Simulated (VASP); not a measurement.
# Mg3Sb2 (P-3m1) in VASP: a series of runs

Mg3Sb2 is run at these levels: PBE+D4; tasks: relaxation of shape and atoms at fixed volume.

Program: VASP 6.6.1. These are calculated values, not measurements. Logs are shortened: lines on timing, memory, paths and dates and some standing lists are left out, and cuts for length are marked.

## (1) The cell of the first run

It takes space group P-3m1 (No. 164, trigonal). The conventional cell has a = 4.479 Å, b = 4.479 Å, c = 7.060 Å, α = 90.00°, β = 90.00°, γ = 120.00°. Within 3.7 Å of Sb (site symmetry 3m) lie 7 Mg at 2.78 to 3.03 Å. Within 4.0 Å of Mg (site symmetry -3m) lie 6 Sb at 3.03 Å and 6 Mg at 3.67 Å. Within 3.7 Å of Mg (site symmetry 3m) lie 4 Sb at 2.78 to 2.89 Å and 6 Mg at 3.19 to 3.67 Å.

## (2) Relaxation of shape and atoms at fixed volume, PBE+D4 (24.53 Å³/atom)

Contents of INCAR:

```
SYSTEM = Mg3Sb2
PREC = Accurate
ENCUT = 600
EDIFF = 1E-7
ISMEAR = 0
SIGMA = 0.05
LREAL = .FALSE.
LASPH = .TRUE.
NELM = 120
ALGO = Normal
ISIF = 4
LWAVE = .FALSE.
LCHARG = .FALSE.
GGA = PE
IVDW = 13
IBRION = 2
NSW = 60
EDIFFG = -0.01
GGA_COMPAT = .FALSE.
NELMIN = 4
```

Contents of KPOINTS:

```
regular mesh
0
G
  6 6 4
  0 0 0
```

Contents of POSCAR:

```
Mg3Sb2
1.0
    4.4786257780      0.0000000000      0.0000000000
   -2.2393128890      3.8786036978      0.0000000000
    0.0000000000      0.0000000000      7.0598984302
Sb Mg
2 3
Direct
    0.3333333333      0.6666666667      0.2228420654
    0.6666666667      0.3333333333      0.7771579346
    0.0000000000      0.0000000000      0.0000000000
    0.3333333333      0.6666666667      0.6318552581
    0.6666666667      0.3333333333      0.3681447419
```

Potentials or basis: VASP PAW PBE potentials, release 64 (Sb, Mg).

Command:

```bash
$ cat potpaw_PBE.64/Sb/POTCAR potpaw_PBE.64/Mg/POTCAR > POTCAR
$ mpirun -np 1 vasp_std > vasp.out
```

OUTCAR:

```text
SYSTEM = Mg3Sb2
   PREC = Accurate
   ENCUT = 600
   EDIFF = 1E-7
   ISMEAR = 0
   LREAL = .FALSE.
   LASPH = .TRUE.
   NELM = 120
   ISIF = 4
   GGA = PE
   IVDW = 13
   IBRION = 2
   NSW = 60
   EDIFFG = -0.01
   NELMIN = 4

 ion  position               nearest neighbor table
   1  0.333  0.667  0.223-   5 2.78   5 2.78   5 2.78   4 2.89   3 3.03   3 3.03   3 3.03
   2  0.667  0.333  0.777-   4 2.78   4 2.78   4 2.78   5 2.89   3 3.03   3 3.03   3 3.03
   3  0.000  0.000  0.000-   1 3.03   2 3.03   2 3.03   1 3.03   2 3.03   1 3.03
   4  0.333  0.667  0.632-   2 2.78   2 2.78   2 2.78   1 2.89   5 3.19   5 3.19   5 3.19
   5  0.667  0.333  0.368-   1 2.78   1 2.78   1 2.78   2 2.89   4 3.19   4 3.19   4 3.19

  LATTYP: Found a hexagonal cell.
 ALAT       =     4.4786257780
 C/A-ratio  =     1.5763537255

  Lattice vectors:

 A1 = (   4.4786257780,   0.0000000000,   0.0000000000)
 A2 = (  -2.2393128890,   3.8786036978,   0.0000000000)
 A3 = (   0.0000000000,   0.0000000000,   7.0598984302)

Analysis of symmetry for initial positions (statically):
=====================================================================
 Subroutine PRICEL returns:
 Original cell was already a primitive cell.

 Routine SETGRP: Setting up the symmetry group for a
 hexagonal supercell.

 Subroutine GETGRP returns: Found 12 space group operations
 (whereof 12 operations were pure point group operations)
 out of a pool of 24 trial point group operations.

The static configuration has the point symmetry D_3d.

Analysis of symmetry for dynamics (positions and initial velocities):
=====================================================================
 Subroutine PRICEL returns:
 Original cell was already a primitive cell.

 Routine SETGRP: Setting up the symmetry group for a
 hexagonal supercell.

 Subroutine GETGRP returns: Found 12 space group operations
 (whereof 12 operations were pure point group operations)
 out of a pool of 24 trial point group operations.

The dynamic configuration has the point symmetry D_3d.

 Subroutine INISYM returns: Found 12 space group operations
 (whereof 12 operations are pure point group operations),
 and found     1 'primitive' translations

----------------------------------------------------------------------------------------

                                     Primitive cell

  volume of cell :     122.6362

  direct lattice vectors                    reciprocal lattice vectors
     4.478625778  0.000000000  0.000000000     0.223282777  0.128912371  0.000000000
    -2.239312889  3.878603698  0.000000000     0.000000000  0.257824743  0.000000000
     0.000000000  0.000000000  7.059898430     0.000000000  0.000000000  0.141645097

  length of vectors
     4.478625778  4.478625778  7.059898430     0.257824743  0.257824743  0.141645097

  position of ions in fractional coordinates (direct lattice)
     0.333333333  0.666666667  0.222842065
     0.666666667  0.333333333  0.777157935
     0.000000000  0.000000000  0.000000000
     0.333333333  0.666666667  0.631855258
     0.666666667  0.333333333  0.368144742

  ion indices of the primitive-cell ions
   primitive index   ion index
                 1           1
                 2           2
                 3           3
                 4           4
                 5           5

----------------------------------------------------------------------------------------

 KPOINTS: regular mesh

Automatic generation of k-mesh.
 Grid dimensions read from file:
 generate k-points for:    6    6    4

 Generating k-lattice:

  Cartesian coordinates                     Fractional coordinates (reciprocal lattice)
     0.037213796  0.021485395  0.000000000     0.166666667 -0.000000000  0.000000000
     0.000000000  0.042970790  0.000000000     0.000000000  0.166666667  0.000000000
     0.000000000  0.000000000  0.035411274     0.000000000  0.000000000  0.250000000

  Length of vectors
     0.042970790  0.042970790  0.035411274

  Shift w.r.t. Gamma in fractional coordinates (k-lattice)
     0.000000000  0.000000000  0.000000000

 Subroutine IBZKPT returns following result:
 ===========================================

 Found     24 irreducible k-points:

 Following reciprocal coordinates:
            Coordinates               Weight
  0.000000  0.000000  0.000000      1.000000
  0.166667 -0.000000  0.000000      6.000000
  0.333333 -0.000000  0.000000      6.000000
  0.500000  0.000000  0.000000      3.000000
  0.166667  0.166667  0.000000      6.000000
  0.333333  0.166667  0.000000     12.000000
[... 16 lines left out ...]
  0.333333  0.166667  0.500000     12.000000
  0.333333  0.333333  0.500000      2.000000
   k-points           NKPTS =     24   k-points in BZ     NKDIM =     24   number of bands    NBANDS=     12
   number of dos      NEDOS =    301   number of ions     NIONS =      5
   total plane-waves  NPLWV =  72576
   dimension x,y,z NGX =    36 NGY =   36 NGZ =   56
   dimension x,y,z NGXF=    72 NGYF=   72 NGZF=  112
   ions per type =               2   3
   NGX,Y,Z   is equivalent  to a cutoff of  13.36, 13.36, 13.19 a.u.
   NGXF,Y,Z  is equivalent  to a cutoff of  26.73, 26.73, 26.37 a.u.
 SYSTEM =  Mg3Sb2
   PREC   = accura    normal or accurate (medium, high low for compatibility)
   ISTART =      0    job   : 0-new  1-cont  2-samecut
   ICHARG =      2    charge: 1-file 2-atom 10-const
   ISPIN  =      1    spin polarized calculation?
   LNONCOLLINEAR =      F non collinear calculations
   LSORBIT =      F    spin-orbit coupling
   LASPH  =      T    aspherical Exc in radial PAW
   ENCUT  =  600.0 eV  44.10 Ry    6.64 a.u.   8.94  8.94 14.10*2*pi/ulx,y,z
   NELM   =    120;   NELMIN=  4; NELMDL= -5     # of ELM steps
   EDIFF  = 0.1E-06   stopping-criterion for ELM
   LREAL  =      F    real-space projection
   EDIFFG = -.1E-01   stopping-criterion for IOM
   NSW    =     60    number of steps for IOM
   IBRION =      2    ionic relax: 0-MD 1-quasi-New 2-CG
   NFREE  =      1    steps in history (QN), initial steepest desc. (CG)
   ISIF   =      4    stress and relaxation
   ISYM   =      2    0-nonsym 1-usesym 2-fastsym
   POTIM  = 0.5000    time-step for ionic-motion
   TEBEG  =    0.0;   TEEND  =   0.0 temperature during run
   PSTRESS=    0.0 pullay stress
   NELECT =      16.0000    total number of electrons
   NUPDOWN=      -1.0000    fix difference up-down
   EMIN   =  10.00;   EMAX   =-10.00  energy-range for DOS
   EFERMI =   0.00;   METHOD = LEGACY
   ISMEAR =     0;   SIGMA  =   0.05  broadening in eV -4-tet -1-fermi 0-gaus
   EFERMI_NEDOS =   21; number of points for ismear=-14 and -15
   IALGO  =     38    algorithm
   IMIX   =      4    mixing-type and parameters
     AMIX     =   0.40;   BMIX     =  1.00
     AMIX_MAG =   1.60;   BMIX_MAG =  1.00
  volume/ion in A,a.u.               =      24.53       165.52
  Fermi-wavevector in a.u.,A,eV,Ry     =   0.830313  1.569064  9.380129  0.689420
  Thomas-Fermi vector in A             =   1.943009
   LORBIT       =      0    0 simple, 1 ext, 2 COOP (PROOUT), +10 PAW based schemes
   GGA     = PE    functional components
   LHFCALC =     F    Hartree Fock is set to
   AEXX    =    0.0000 exact exchange contribution
   IVDW    =    13    specifies the selected vdW correction
   LEPSILON=     F    determine dielectric tensor
   LRPA    =     F    only Hartree local field effects (RPA)
 conjugate gradient relaxation of ions
 non-spin polarized calculation
 Gauss-broadening in eV      SIGMA  =   0.05
  energy-cutoff  :      600.00
  volume of cell :      122.64
 maximum number of plane-waves:      4110
   NGX = 17   NGY = 17   NGZ = 29

--------------------------------------- Ionic step        1  -------------------------------------------

 number of electron      16.0000001 magnetization

 Free energy of the ion-electron system (eV)
  ---------------------------------------------------
  ext. energy  EPLUGINS =         0.00000000
  ---------------------------------------------------
  free energy    TOTEN  =       -14.50924497 eV

  energy without entropy =      -14.50913721  energy(sigma->0) =      -14.50919109

------------------------ aborting loop because EDIFF is reached ----------------------------------------

  DFT-D4 for vdW energy calculation

  Edisp (eV):   -1.51906

  FORCE on cell =-STRESS in cart. coord.  units (eV):
  Direction    XX          YY          ZZ          XY          YZ          ZX
  --------------------------------------------------------------------------------------
  -------------------------------------------------------------------------------------
  Total       1.67771     1.67771     1.62388    -0.00000     0.00000     0.00000
  in kB      21.91835    21.91835    21.21510    -0.00000     0.00000     0.00000
  external pressure =       21.68 kB  Pullay stress =        0.00 kB
[... 110 lines left out ...]
  energy  without entropy=      -16.0288785206  energy(sigma->0) =      -16.02894296

--------------------------------------- Ionic step        4  -------------------------------------------

 number of electron      16.0000001 magnetization

 Free energy of the ion-electron system (eV)
  ---------------------------------------------------
  ext. energy  EPLUGINS =         0.00000000
  ---------------------------------------------------
  free energy    TOTEN  =       -14.51030080 eV

  energy without entropy =      -14.51016735  energy(sigma->0) =      -14.51023408

 E-fermi :   5.1713     XC(G=0):  -9.0397

 val. band max:        5.1177169731   @ k =   0.0000   0.0000   0.0000
 cond. band min:       5.2365550662   @ k =   0.3333   0.3333   0.0000
 fundamental gap:      0.1188380931
 Fermi energy:         5.1712841810

 k-point     1 :       0.0000    0.0000    0.0000
  band No.  band energies     occupation
      1      -5.6225      2.00000
      2      -4.1758      2.00000
      3      -0.1874      2.00000
      4       3.8525      2.00000
      5       3.8525      2.00000
      6       4.6274      2.00000
      7       4.6274      2.00000
      8       5.1177      1.87026
      9       6.3509      0.00000
     10       6.5025      0.00000
     11       8.1110      0.00000
     12       8.1110      0.00000
[... 379 lines left out ...]
  FREE ENERGIE OF THE ION-ELECTRON SYSTEM (eV)
  ---------------------------------------------------
  free  energy   TOTEN  =       -16.0290291363 eV

  energy  without entropy=      -16.0288956872  energy(sigma->0) =      -16.02896241

 reached required accuracy - stopping structural energy minimisation
```

It took 2 min on 1 thread of Oxide Virtual Turin-like, shared host; peak memory 0.24 GiB.

What came out:

```yaml
Free_energy: -16.0290 eV
Energy_gained_by_relaxing: 0.1 meV/atom
Ionic_steps: 4
Pressure_after_relaxing: 2.1 GPa
Largest_force_after_relaxing: 0.010 eV/Å
Band_gap_on_the_k_mesh: 0.12 eV (least direct gap 1.23 eV)
Dispersion_energy_per_atom: -0.304 eV
```

Forces on the atoms (eV/Å):
```
Sb   0.000  0.000  0.001
Sb   0.000  0.000 -0.001
Mg   0.000  0.000  0.000
Mg   0.000  0.000 -0.010
Mg   0.000  0.000  0.010
```

Step by step:
```csv
step,energy change (eV),largest force (eV/Å),pressure (GPa),volume (Å³)
1,0.0000,0.0671,2.17,122.64
2,-0.0004,0.0449,2.15,122.64
3,-0.0007,0.0109,2.11,122.64
4,-0.0007,0.0096,2.10,122.64
```

Final structure:
```
CELL_PARAMETERS angstrom
4.48101 0.00000 0.00000
-2.24051 3.88067 0.00000
0.00000 0.00000 7.05238
ATOMIC_POSITIONS crystal
Sb 0.33333 0.66667 0.22143
Sb 0.66667 0.33333 0.77857
Mg 0.00000 0.00000 0.00000
Mg 0.33333 0.66667 0.63156
Mg 0.66667 0.33333 0.36844
```

Levels at points of the mesh, in eV from the valence-band top:
| k point | band 4 | band 5 | band 6 | band 7 | band 8 | band 9 | band 10 | band 11 | band 12 |
| --- | --- | --- | --- | --- | --- | --- | --- | --- | --- |
| (0.00, 0.00, 0.00) | -1.27 | -1.27 | -0.49 | -0.49 | 0.00 | 1.23 | 1.38 | 2.99 | 2.99 |
| (0.50, 0.00, 0.00) | -4.04 | -3.55 | -2.56 | -2.42 | -1.00 | 0.25 | 2.00 | 2.11 | 2.70 |
| (0.00, 0.00, 0.50) | -3.21 | -0.90 | -0.90 | -0.88 | -0.88 | 1.75 | 2.01 | 2.61 | 2.61 |
| (0.50, 0.00, 0.50) | -4.94 | -2.12 | -1.81 | -1.78 | -1.70 | 0.50 | 1.20 | 1.71 | 2.01 |

Caveat: semilocal functionals underestimate gaps, and a narrow one can read as zero; spin-orbit coupling is left out, which moves the levels of the heavy elements. A k mesh can miss the band edges.

## (3) Relaxation of shape and atoms at fixed volume, PBE+D4 (25.04 Å³/atom)

This run uses another cell than the first one, of 25.04 Å³/atom.

Contents of INCAR:

```
ALGO = Normal
EDIFF = 1E-7
EDIFFG = -0.01
ENCUT = 600
GGA = PE
GGA_COMPAT = F
IBRION = 2
ISIF = 4
ISMEAR = 0
IVDW = 13
LASPH = T
LCHARG = F
LREAL = F
LWAVE = F
NELM = 120
NELMIN = 4
NSW = 60
PREC = Accurate
SIGMA = 0.05
```

Contents of KPOINTS:

```
k-points
0
Gamma
  6 6 4
```

Contents of POSCAR:

```
Mg3Sb2
1.0
    4.5082380323      0.0000000000      0.0000000000
   -2.2541190162      3.9042486622      0.0000000000
    0.0000000000      0.0000000000      7.1126128429
Sb Mg
2 3
Direct
    0.3333333333      0.6666666667      0.2238061657
    0.6666666667      0.3333333333      0.7761938343
    0.0000000000      0.0000000000      0.0000000000
    0.3333333333      0.6666666667      0.6321504477
    0.6666666667      0.3333333333      0.3678495523
```

Potentials or basis: VASP PAW PBE potentials, release 64 (Sb, Mg).

Command:

```bash
$ cat potpaw_PBE.64/Sb/POTCAR potpaw_PBE.64/Mg/POTCAR > POTCAR
$ mpirun -np 1 vasp_std > vasp.out
```

Wall time 1.8 min (1 thread of Oxide Virtual Turin-like, shared host); peak memory 0.26 GiB.

The run converged. Its results:

* Free energy: -16.0537 eV
* Energy gained by relaxing: 0.1 meV/atom
* Ionic steps: 3
* Pressure after relaxing: 1.0 GPa
* Largest force after relaxing: 0.009 eV/Å
* Band gap on the k mesh: 0.16 eV (least direct gap 1.22 eV)
* Dispersion energy per atom: -0.297 eV

Forces on the atoms (eV/Å):
```
Sb   0.000  0.000  0.001
Sb   0.000  0.000 -0.001
Mg   0.000  0.000  0.000
Mg   0.000  0.000 -0.009
Mg   0.000  0.000  0.009
```

The path:
| step | energy change (eV) | largest force (eV/Å) | pressure (GPa) | volume (Å³) |
| --- | --- | --- | --- | --- |
| 1 | 0.0000 | 0.0633 | 1.07 | 125.19 |
| 2 | -0.0004 | 0.0434 | 1.05 | 125.19 |
| 3 | -0.0007 | 0.0091 | 1.01 | 125.19 |

Final structure:
```
Sb Mg
1.0
     4.51051    0.00000    0.00000
    -2.25525    3.90621    0.00000
     0.00000    0.00000    7.10546
Sb Mg
2 3
Direct
  0.33333 0.66667 0.22241
  0.66667 0.33333 0.77759
  0.00000 0.00000 0.00000
  0.33333 0.66667 0.63184
  0.66667 0.33333 0.36816
```

Levels at points of the mesh, in eV from the valence-band top:
```tsv
k point	band 5	band 6	band 7	band 8	band 9	band 10	band 11	band 12
(0.00, 0.00, 0.00)	-1.22	-0.47	-0.47	0.00	1.21	1.29	3.00	3.00
(0.50, 0.00, 0.00)	-3.47	-2.49	-2.36	-0.97	0.27	1.98	2.12	2.72
(0.00, 0.00, 0.50)	-0.86	-0.86	-0.86	-0.86	1.74	1.95	2.62	2.62
(0.50, 0.00, 0.50)	-2.05	-1.77	-1.74	-1.65	0.48	1.23	1.71	2.05
```

Caveat: semilocal functionals underestimate gaps, and a narrow one can read as zero; spin-orbit coupling is left out, which moves the levels of the heavy elements.

## (4) Relaxation of shape and atoms at fixed volume, PBE+D4 (25.55 Å³/atom)

This run uses another cell than the first one, of 25.55 Å³/atom.

Contents of INCAR:

```
SYSTEM = Mg3Sb2
ALGO = Normal
EDIFF = 1E-7
EDIFFG = -0.01
ENCUT = 600
GGA = PE
GGA_COMPAT = .FALSE.
IBRION = 2
ISIF = 4
ISMEAR = 0
IVDW = 13
LASPH = .TRUE.
LCHARG = .FALSE.
LREAL = .FALSE.
LWAVE = .FALSE.
NELM = 120
NELMIN = 4
NSW = 60
PREC = Accurate
SIGMA = 0.05
```

Contents of KPOINTS:

```
k-points
0
G
  6 6 4
  0 0 0
```

Contents of POSCAR:

```
Mg3Sb2
1.0
    4.5371075167      0.0000000000      0.0000000000
   -2.2685537584      3.9292503692      0.0000000000
    0.0000000000      0.0000000000      7.1657001151
Sb Mg
2 3
Direct
    0.3333333333      0.6666666667      0.2249027379
    0.6666666667      0.3333333333      0.7750972621
    0.0000000000      0.0000000000      0.0000000000
    0.3333333333      0.6666666667      0.6323488001
    0.6666666667      0.3333333333      0.3676511999
```

Command:

```bash
$ cat potpaw_PBE.64/Sb/POTCAR potpaw_PBE.64/Mg/POTCAR > POTCAR
$ mpirun -np 1 vasp_std > vasp.out
```

It took 2.4 min on 1 thread of Oxide Virtual Turin-like, shared host; peak memory 0.25 GiB.

Results (log left out):

```yaml
Free_energy: -16.0617 eV
Energy_gained_by_relaxing: 0.1 meV/atom
Ionic_steps: 3
Pressure_after_relaxing: 0.0 GPa
Largest_force_after_relaxing: 0.009 eV/Å
Band_gap_on_the_k_mesh: 0.19 eV (least direct gap 1.19 eV)
Dispersion_energy_per_atom: -0.291 eV
```

Forces in eV/Å, atoms in the order of the input:
```
Sb   0.000  0.000  0.001
Sb   0.000  0.000 -0.001
Mg   0.000  0.000  0.000
Mg   0.000  0.000 -0.009
Mg   0.000  0.000  0.009
```

Step by step:
| step | energy change (eV) | largest force (eV/Å) | pressure (GPa) | volume (Å³) |
| --- | --- | --- | --- | --- |
| 1 | 0.0000 | 0.0654 | 0.09 | 127.75 |
| 2 | -0.0004 | 0.0456 | 0.07 | 127.75 |
| 3 | -0.0007 | 0.0091 | 0.02 | 127.75 |

Final structure:
```
CELL_PARAMETERS angstrom
4.53918 0.00000 0.00000
-2.26959 3.93104 0.00000
0.00000 0.00000 7.15917
ATOMIC_POSITIONS crystal
Sb 0.33333 0.66667 0.22341
Sb 0.66667 0.33333 0.77659
Mg 0.00000 0.00000 0.00000
Mg 0.33333 0.66667 0.63210
Mg 0.66667 0.33333 0.36790
```

Levels at points of the mesh, in eV from the valence-band top:
| k point | band 4 | band 5 | band 6 | band 7 | band 8 | band 9 | band 10 | band 11 | band 12 |
| --- | --- | --- | --- | --- | --- | --- | --- | --- | --- |
| (0.00, 0.00, 0.00) | -1.18 | -1.18 | -0.45 | -0.45 | 0.00 | 1.19 | 1.20 | 3.00 | 3.00 |
| (0.50, 0.00, 0.00) | -3.88 | -3.38 | -2.42 | -2.30 | -0.94 | 0.30 | 1.96 | 2.13 | 2.74 |
| (0.00, 0.00, 0.50) | -3.11 | -0.83 | -0.83 | -0.82 | -0.82 | 1.74 | 1.89 | 2.64 | 2.64 |
| (0.50, 0.00, 0.50) | -4.73 | -1.98 | -1.74 | -1.70 | -1.60 | 0.46 | 1.26 | 1.70 | 2.10 |

Caveat: semilocal functionals underestimate gaps, and a narrow one can read as zero; spin-orbit coupling is left out, which moves the levels of the heavy elements. A k mesh can miss the band edges.

## (5) The runs side by side

| cell | gap on the mesh (eV) | pressure (GPa) | largest force (eV/Å) |
| --- | --- | --- | --- |
| relaxed from a = 4.479, b = 4.479, c = 7.060 Å, angles 90.0, 90.0, 120.0°, 5 atoms, atomic positions A | 0.12 | 2.1 | 0.01 |
| relaxed from a = 4.508, b = 4.508, c = 7.113 Å, angles 90.0, 90.0, 120.0°, 5 atoms, atomic positions B | 0.16 | 1.0 | 0.01 |
| relaxed from a = 4.537, b = 4.537, c = 7.166 Å, angles 90.0, 90.0, 120.0°, 5 atoms, atomic positions C | 0.19 | 0.0 | 0.01 |

Alike in all rows: task relaxation of shape and atoms at fixed volume; level PBE+D4; potentials or basis VASP PAW PBE potentials, release 64 (Sb, Mg); no spin polarisation; k mesh 6 × 6 × 4; cutoff (eV) 600; smearing gaussian 0.05 eV.

Caveats: semilocal functionals underestimate gaps, and a narrow one can read as zero; spin-orbit coupling is left out, which moves the levels of the heavy elements.

Absolute energies hang on the potentials; compare differences alone.
